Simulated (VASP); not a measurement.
Mo, 1 atom in the cell. Symmetry: Im-3m, No. 229, cubic system. The conventional cell has a = 3.106 Å, b = 3.106 Å, c = 3.106 Å, α = 90.00°, β = 90.00°, γ = 90.00°. Within 3.5 Å of Mo (site symmetry m-3m) lie 14 Mo at 2.69 to 3.11 Å. 

| Property | Result |
| --- | --- |
| Program | VASP 6.6.1 |
| Task | single point |
| Functional | HSE06 |
| Potentials or basis | VASP PAW PBE potentials, release 64 (Mo_sv) |
| Cutoff | 520 eV |
| k mesh | 6 × 6 × 6 |
| Occupations | fermi-dirac, width 0.1 eV |
| Spin | no spin polarisation |
| Dipole correction | no |
| Grid for exact exchange (PRECFOCK) | Normal |
| Further INCAR settings | ALGO = Normal; EDIFF = 1e-07; NBANDS = 13 |
| Share of exact exchange | 0.25 |
| Screening parameter | 0.2079 1/Å |

Potentials or basis: VASP PAW PBE potentials, release 64 (Mo_sv).

The run is started by

```console
$ cat potpaw_PBE.64/Mo_sv/POTCAR > POTCAR
$ cp INCAR.step1 INCAR
$ mpirun -np 1 vasp_std > vasp.out
$ cp INCAR.step2 INCAR
$ mpirun -np 1 vasp_std > vasp.out
```

Hardware: 1 thread of AMD EPYC 7R13 Processor (Zen 3) (shared host).

**Question.** How long does it take, and how much memory?

**Answer.** Wall time 12 min on 1 thread of AMD EPYC 7R13 Processor (Zen 3), on a shared host, peak memory 0.2 GiB. Counts: k points 16.
